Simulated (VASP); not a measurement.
Set up this calculation in VASP 6.6.1, as the native input.

- Task: single point
- Functional: PBEsol
- Potentials or basis: VASP PAW PBE potentials, release 64 (Al, Ni)
- Cutoff: 520 eV
- k mesh: 7 × 7 × 7
- Occupations: gaussian, width 0.05 eV
- Spin: no spin polarisation
- Dipole correction: no
- Further INCAR settings: ALGO = Normal; EDIFF = 1e-06; NBANDS = 24

The structure of AlNi3 lies in POSCAR:

```
AlNi3
1.0
    0.0000000000      2.8018887551      2.8018887551
    2.8018887551      0.0000000000      2.8018887551
    2.8018887551      2.8018887551      0.0000000000
Al Ni
1 3
Direct
    0.5000000000      0.5000000000      0.5000000000
    0.2500000000      0.2500000000      0.2500000000
    0.0000000000      0.0000000000      0.0000000000
    0.7500000000      0.7500000000      0.7500000000
```

The input as run:

INCAR

```
SYSTEM = AlNi3
PREC = Accurate ; ENCUT = 520
EDIFF = 1E-6 ; ISMEAR = 0
SIGMA = 0.05 ; LREAL = .False.
LASPH = .True. ; NELM = 60
ALGO = Normal ; ISIF = 2
LWAVE = .False. ; LCHARG = .False.
GGA = PS ; NBANDS = 24
```

KPOINTS

```
Automatic mesh
0
Gamma
  7 7 7
  0 0 0
```

Potentials or basis: VASP PAW PBE potentials, release 64 (Al, Ni).

Run with:

```console
$ cat potpaw_PBE.64/Al/POTCAR potpaw_PBE.64/Ni/POTCAR > POTCAR
$ mpirun -np 1 vasp_std > vasp.out
```

It gave:

```
Pressure               : -0.6 GPa
Band gap on the k mesh : zero (an odd number of electrons rules out a gap without spin polarisation)
```

Caveat: the PAW data sets were made with another functional, which shifts forces and pressure a little.

Wall time 50 s on 1 thread of Intel Xeon 8259CL, with other jobs on the host, peak memory 0.17 GiB.
